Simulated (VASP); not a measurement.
Cr: single point with PBE

The system is Cr.

```
Cr
1.0
     2.96890    0.00000    0.00000
     0.00000    2.96890    0.00000
     0.00000    0.00000    2.96890
Cr
2
Cartesian
  0.0000 0.0000 0.0000
  1.4844 1.4844 1.4844
```

* Program: VASP 6.6.1
* Task: single point
* Functional: PBE
* Potentials or basis: VASP PAW PBE potentials, release 64 (Cr_pv)
* Cutoff: 520 eV
* k mesh: 11 × 11 × 11
* Occupations: fermi-dirac, width 0.05 eV
* Spin: collinear spin, ferrimagnetic start
* Starting moments: [-1.55, 1.85] μB
* Fixed moment: 0.3 μB

| Quantity | Value |
| --- | --- |
| Pressure | -14.1 GPa |
| Net moment | 0.30 μB per cell |
| Site moments | Cr -1.60, +1.84 μB |
| Valence electrons inside the program's atomic spheres | Cr 10.83, 10.82 |

It took 60 s on 1 thread of Intel(R) Xeon(R) Platinum 8259CL CPU @ 2.50GHz (Skylake/Cascade Lake), on a shared host, peak memory 0.17 GiB.

Caveat: the cell stands under tension; the total moment is fixed, so each spin has its own Fermi level.
